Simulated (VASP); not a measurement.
# Bi16H2O in VASP: single point with PBE+D3(BJ)

Aim: the single point of Bi16H2O with PBE+D3(BJ).

All numbers are computed with VASP 6.6.1; they aren't measurements. Logs are shortened: lines on timing, memory, paths and dates and some standing lists are left out, and cuts for length are marked.

## (1) The cell of the first run

The cell holds a slab with vacuum, 19 atoms: a = 9.065 Å, b = 9.371 Å, c = 23.892 Å, α = 90.00°, β = 90.00°, γ = 118.92°.

## (2) Single point, PBE+D3(BJ)

INCAR

```
PREC = Accurate ; ENCUT = 520
EDIFF = 1E-7 ; ISMEAR = 0
SIGMA = 0.1 ; LREAL = Auto
LASPH = T ; NELM = 100
ALGO = Normal ; ISIF = 2
LWAVE = F ; LCHARG = F
LDIPOL = T ; IDIPOL = 3
DIPOL = 0.5 0.5 0.488 ; GGA = PE
IVDW = 12 ; NBANDS = 139
KPAR = 2
```

KPOINTS

```
Automatic mesh
0
Gamma
  3 3 1
```

POSCAR

```
Bi16H2O
1.0
    9.0651812798      0.0000000000      0.0000000000
   -4.5325906399      8.2023281398      0.0000000000
    0.0000000000      0.0000000000     23.8924415716
Bi O H
16 1 2
Direct
    0.4860765306      0.4721530611      0.3348339255
    0.4860765306      0.9721530611      0.3348339255
    0.9860765306      0.4721530611      0.3348339255
    0.9860765306      0.9721530611      0.3348339255
    0.6666057789      0.3332115579      0.4086748389
    0.6666057789      0.8332115579      0.4086748389
    0.1666057790      0.3332115579      0.4086748389
    0.1666057790      0.8332115579      0.4086748389
    0.8188916442      0.6403555359      0.5048245117
    0.8150421841      0.1387766067      0.5041104195
    0.3207505393      0.6419619361      0.5052204530
    0.3208967931      0.1398057378      0.5054063160
    0.9841157998      0.4701287643      0.5697224716
    0.9836418642      0.9737746718      0.5697295338
    0.4855858171      0.4725714456      0.5712426807
    0.4846729131      0.9717209830      0.5730330301
    1.2017224714      0.8241222846      0.6683728480
    1.1319978795      0.7092865502      0.6586254099
    1.1274028677      0.8706672685      0.6618549998
```

Potentials or basis: VASP PAW PBE potentials, release 64 (Bi_d, O, H).

Run with:

```sh
$ cat potpaw_PBE.64/Bi_d/POTCAR potpaw_PBE.64/O/POTCAR potpaw_PBE.64/H/POTCAR > POTCAR
$ mpirun -np 4 vasp_std > vasp.out
```

OUTCAR:

```text
PREC = Accurate
   ENCUT = 520
   EDIFF = 1E-7
   ISMEAR = 0
   LREAL = Auto
   LASPH = T
   NELM = 100
   ISIF = 2
   GGA = PE
   IVDW = 12
 IVDW          = 12

 ion  position               nearest neighbor table
   1  0.486  0.472  0.335-   5 3.09   7 3.09   6 3.45
   2  0.486  0.972  0.335-   6 3.09   8 3.09   5 3.45
   3  0.986  0.472  0.335-   7 3.09   5 3.09   8 3.45
   4  0.986  0.972  0.335-   8 3.09   6 3.09   7 3.45
   5  0.667  0.333  0.409-   1 3.09   3 3.09   9 3.41   2 3.45  10 3.56  12 3.60
   6  0.667  0.833  0.409-   2 3.09   4 3.09  10 3.39   1 3.45   9 3.59  11 3.60
   7  0.167  0.333  0.409-   1 3.09   3 3.09  11 3.43   4 3.45  12 3.61  10 3.61
   8  0.167  0.833  0.409-   2 3.09   4 3.09  12 3.42   3 3.45  11 3.59   9 3.60
   9  0.819  0.640  0.505-  13 3.08  15 3.09  14 3.14   5 3.41   6 3.59   8 3.60
  10  0.815  0.139  0.504-  14 3.08  16 3.10  13 3.14   6 3.39   5 3.56   7 3.61
  11  0.321  0.642  0.505-  13 3.09  15 3.09  16 3.15   7 3.43   8 3.59   6 3.60
  12  0.321  0.140  0.505-  14 3.09  16 3.09  15 3.15   8 3.42   5 3.60   7 3.61
  13  0.984  0.470  0.570-   9 3.08  11 3.09  10 3.14
  14  0.984  0.974  0.570-  10 3.08  12 3.09   9 3.14
  15  0.486  0.473  0.571-   9 3.09  11 3.09  12 3.15
  16  0.485  0.972  0.573-  12 3.09  10 3.10  11 3.15
  17  0.202  0.824  0.668-  19 0.98  18 0.98
  18  0.132  0.709  0.659-  17 0.98
  19  0.127  0.871  0.662-  17 0.98

  LATTYP: Found a base centered orthorhombic cell.
 ALAT       =     9.0651812798
 B/A-ratio  =     1.8096335609
 C/A-ratio  =     2.6356275549

  Lattice vectors:

 A1 = (   4.5325906399,  -8.2023281398,   0.0000000000)
 A2 = (   4.5325906399,   8.2023281398,   0.0000000000)
 A3 = (   0.0000000000,   0.0000000000,  23.8924415716)

Analysis of symmetry for initial positions (statically):
=====================================================================
 Subroutine PRICEL returns:
 Original cell was already a primitive cell.

 Routine SETGRP: Setting up the symmetry group for a
 base centered orthorhombic supercell.

 Subroutine GETGRP returns: Found  1 space group operations
 (whereof  1 operations were pure point group operations)
 out of a pool of  8 trial point group operations.

The static configuration has the point symmetry C_1 .

Analysis of symmetry for dynamics (positions and initial velocities):
=====================================================================
 Subroutine PRICEL returns:
 Original cell was already a primitive cell.

 Routine SETGRP: Setting up the symmetry group for a
 base centered orthorhombic supercell.

 Subroutine GETGRP returns: Found  1 space group operations
 (whereof  1 operations were pure point group operations)
 out of a pool of  8 trial point group operations.

The dynamic configuration has the point symmetry C_1 .

 Subroutine INISYM returns: Found  1 space group operations
 (whereof  1 operations are pure point group operations),
 and found     1 'primitive' translations

----------------------------------------------------------------------------------------

                                     Primitive cell

  volume of cell :    1776.5366

  direct lattice vectors                    reciprocal lattice vectors
     9.065181280  0.000000000  0.000000000     0.110312190  0.060958303  0.000000000
    -4.532590640  8.202328140  0.000000000     0.000000000  0.121916605  0.000000000
     0.000000000  0.000000000 23.892441572     0.000000000  0.000000000  0.041854241

  length of vectors
     9.065181280  9.371369421 23.892441572     0.126034495  0.121916605  0.041854241

  position of ions in fractional coordinates (direct lattice)
     0.486076531  0.472153061  0.334833925
     0.486076531  0.972153061  0.334833925
     0.986076531  0.472153061  0.334833925
     0.986076531  0.972153061  0.334833925
     0.666605779  0.333211558  0.408674839
     0.666605779  0.833211558  0.408674839
[... 11 lines left out ...]
     0.131997879  0.709286550  0.658625410
     0.127402868  0.870667269  0.661855000

  ion indices of the primitive-cell ions
   primitive index   ion index
                 1           1
                 2           2
                 3           3
                 4           4
                 5           5
                 6           6
[... 11 lines left out ...]
                18          18
                19          19

----------------------------------------------------------------------------------------

 KPOINTS: Automatic mesh

Automatic generation of k-mesh.
 Grid dimensions read from file:
 generate k-points for:    3    3    1

 Generating k-lattice:

  Cartesian coordinates                     Fractional coordinates (reciprocal lattice)
     0.036770730  0.020319434  0.000000000     0.333333333  0.000000000  0.000000000
     0.000000000  0.040638868  0.000000000     0.000000000  0.333333333  0.000000000
     0.000000000  0.000000000  0.041854241     0.000000000  0.000000000  1.000000000

  Length of vectors
     0.042011498  0.040638868  0.041854241

  Shift w.r.t. Gamma in fractional coordinates (k-lattice)
     0.000000000  0.000000000  0.000000000

 Subroutine IBZKPT returns following result:
 ===========================================

 Found      5 irreducible k-points:

 Following reciprocal coordinates:
            Coordinates               Weight
  0.000000  0.000000  0.000000      1.000000
  0.333333 -0.000000  0.000000      2.000000
  0.333333 -0.333333  0.000000      2.000000
  0.000000  0.333333  0.000000      2.000000
  0.333333  0.333333  0.000000      2.000000
   k-points           NKPTS =      5   k-points in BZ     NKDIM =      5   number of bands    NBANDS=    140
   number of dos      NEDOS =    301   number of ions     NIONS =     19
   total plane-waves  NPLWV = 882000
   dimension x,y,z NGX =    70 NGY =   70 NGZ =  180
   dimension x,y,z NGXF=   140 NGYF=  140 NGZF=  360
   ions per type =              16   1   2
   NGX,Y,Z   is equivalent  to a cutoff of  12.84, 12.42, 12.52 a.u.
   NGXF,Y,Z  is equivalent  to a cutoff of  25.67, 24.84, 25.05 a.u.
 SYSTEM =  unknown system
   PREC   = accura    normal or accurate (medium, high low for compatibility)
   ISTART =      0    job   : 0-new  1-cont  2-samecut
   ICHARG =      2    charge: 1-file 2-atom 10-const
   ISPIN  =      1    spin polarized calculation?
   LNONCOLLINEAR =      F non collinear calculations
   LSORBIT =      F    spin-orbit coupling
   LASPH  =      T    aspherical Exc in radial PAW
   ENCUT  =  520.0 eV  38.22 Ry    6.18 a.u.  16.86 17.42 44.42*2*pi/ulx,y,z
   NELM   =    100;   NELMIN=  2; NELMDL= -5     # of ELM steps
   EDIFF  = 0.1E-06   stopping-criterion for ELM
   LREAL  =      T    real-space projection
   EDIFFG = 0.1E-05   stopping-criterion for IOM
   NSW    =      0    number of steps for IOM
   IBRION =     -1    ionic relax: 0-MD 1-quasi-New 2-CG
   NFREE  =      0    steps in history (QN), initial steepest desc. (CG)
   ISIF   =      2    stress and relaxation
   ISYM   =      2    0-nonsym 1-usesym 2-fastsym
   POTIM  = 0.5000    time-step for ionic-motion
   TEBEG  =    0.0;   TEEND  =   0.0 temperature during run
   PSTRESS=    0.0 pullay stress
   NELECT =     248.0000    total number of electrons
   NUPDOWN=      -1.0000    fix difference up-down
   EMIN   =  10.00;   EMAX   =-10.00  energy-range for DOS
   EFERMI =   0.00;   METHOD = LEGACY
   ISMEAR =     0;   SIGMA  =   0.10  broadening in eV -4-tet -1-fermi 0-gaus
   EFERMI_NEDOS =   21; number of points for ismear=-14 and -15
   IALGO  =     38    algorithm
   IMIX   =      4    mixing-type and parameters
     AMIX     =   0.40;   BMIX     =  1.00
     AMIX_MAG =   1.60;   BMIX_MAG =  1.00
  volume/ion in A,a.u.               =      93.50       630.98
  Fermi-wavevector in a.u.,A,eV,Ry     =   0.849247  1.604844  9.812799  0.721220
  Thomas-Fermi vector in A             =   1.965038
   LORBIT       =      0    0 simple, 1 ext, 2 COOP (PROOUT), +10 PAW based schemes
   GGA     = PE    functional components
   LHFCALC =     F    Hartree Fock is set to
   AEXX    =    0.0000 exact exchange contribution
   IVDW    =    12    specifies the selected vdW correction
   LEPSILON=     F    determine dielectric tensor
   LRPA    =     F    only Hartree local field effects (RPA)
 non-spin polarized calculation
 Gauss-broadening in eV      SIGMA  =   0.10
  energy-cutoff  :      520.00
  volume of cell :     1776.54
 maximum number of plane-waves:     47935
 NGX is ok and might be reduce to    70
   NGX = 33   NGY = 35   NGZ = 89

 dipolmoment           0.000000      0.000000     -0.072154 electrons x Angstroem

 number of electron     248.0000019 magnetization

 dipolmoment           0.000000      0.000000      0.132367 electrons x Angstroem

 Free energy of the ion-electron system (eV)
  ---------------------------------------------------
  ext. energy  EPLUGINS =         0.00000000
  ---------------------------------------------------
  free energy    TOTEN  =       -74.29003679 eV

  energy without entropy =      -74.28382759  energy(sigma->0) =      -74.28693219

 E-fermi :  -1.0123     XC(G=0):  -3.8152

 val. band max:       -1.1620023640   @ k =   0.3333   0.3333   0.0000
 cond. band min:      -0.9175679401   @ k =   0.0000   0.0000   0.0000
 fundamental gap:      0.2444344239
 Fermi energy:        -1.0123050230

 k-point     1 :       0.0000    0.0000    0.0000
  band No.  band energies     occupation
      1     -23.6217      2.00000
      2     -23.6162      2.00000
      3     -23.6103      2.00000
      4     -23.6050      2.00000
      5     -23.6030      2.00000
      6     -23.5634      2.00000
[... 128 lines left out ...]
    135       0.8522      0.00000
    136       0.8940      0.00000

 k-point     2 :       0.3333   -0.0000    0.0000
  band No.  band energies     occupation
      1     -23.6183      2.00000
      2     -23.6078      2.00000
      3     -23.6070      2.00000
      4     -23.6009      2.00000
      5     -23.5953      2.00000
      6     -23.5627      2.00000
[... 545 lines left out ...]
    135       1.0121      0.00000
    136       1.1497      0.00000
 [bands above 136 left out]

------------------------ aborting loop because EDIFF is reached ----------------------------------------

 vacuum level on the upper side and lower side of the slab       (xc-potential included)         0.118        -0.197

 Edisp (eV)   -4.90957

 E8    (eV) :    -2.5119

  FORCE on cell =-STRESS in cart. coord.  units (eV):
  Direction    XX          YY          ZZ          XY          YZ          ZX
  --------------------------------------------------------------------------------------
  -------------------------------------------------------------------------------------
  Total     -10.13100   -17.08431    -5.19065    -0.00665    -3.03722    -0.03693
  in kB      -9.13669   -15.40756    -4.68121    -0.00599    -2.73913    -0.03331
  external pressure =       -9.74 kB  Pullay stress =        0.00 kB

 VOLUME and BASIS-vectors are now :
 -----------------------------------------------------------------------------
  energy-cutoff  :      520.00
  volume of cell :     1776.54
      direct lattice vectors                 reciprocal lattice vectors
     9.065181280  0.000000000  0.000000000     0.110312190  0.060958303  0.000000000
    -4.532590640  8.202328140  0.000000000     0.000000000  0.121916605  0.000000000
     0.000000000  0.000000000 23.892441572     0.000000000  0.000000000  0.041854241

 POSITION                                       TOTAL-FORCE (eV/Angst)
 -----------------------------------------------------------------------------------
      2.26630      3.87275      8.00000         0.000822      0.435196      0.704016
      0.00000      7.97392      8.00000        -0.007138      0.434450      0.709298
      6.79889      3.87275      8.00000         0.004664      0.439745      0.699593
      4.53259      7.97392      8.00000         0.005479      0.441662      0.700928
      4.53259      2.73311      9.76424        -0.006117     -0.441690     -0.710207
      2.26630      6.83427      9.76424        -0.001373     -0.458425     -0.716964
[... 11 lines left out ...]
     -2.01832      5.81780     15.73617         0.018630     -0.108262     -0.016602
     -2.79145      7.14150     15.81333        -0.081223      0.075481     -0.006488
 -----------------------------------------------------------------------------------
    total drift:                                0.016702     -0.092741      0.005921

  FREE ENERGIE OF THE ION-ELECTRON SYSTEM (eV)
  ---------------------------------------------------
  free  energy   TOTEN  =       -79.1996059471 eV

  energy  without entropy=      -79.1933967508  energy(sigma->0) =      -79.19650135

 vacuum level on the upper side and lower side of the slab         3.536         3.210
```

Run time: 22 min. Hardware: 4 MPI ranks of Intel Xeon 6975P-C (Granite Rapids), shared host; peak memory 1.1 GiB.

Results:

```
Free energy                : -79.1996 eV
Largest force              : 0.851 eV/Å
Band gap on the k mesh     : 0.24 eV (least direct gap 0.26 eV)
Dispersion energy per atom : -0.258 eV
```

Forces on the atoms (eV/Å):
```
Bi   0.001  0.435  0.704
Bi  -0.007  0.434  0.709
Bi   0.005  0.440  0.700
Bi   0.005  0.442  0.701
Bi  -0.006 -0.442 -0.710
Bi  -0.001 -0.458 -0.717
Bi  -0.003 -0.450 -0.672
Bi   0.005 -0.440 -0.689
Bi  -0.003  0.009 -0.028
Bi  -0.012  0.010 -0.014
Bi  -0.003 -0.003 -0.017
Bi   0.010  0.001 -0.011
Bi   0.007  0.006  0.011
Bi  -0.010 -0.011  0.015
Bi   0.005  0.003  0.013
Bi   0.011  0.002  0.011
O    0.058  0.055  0.016
H    0.019 -0.108 -0.017
H   -0.081  0.075 -0.006
```

Caveat: spin-orbit coupling is left out, which moves the levels of the heavy elements.
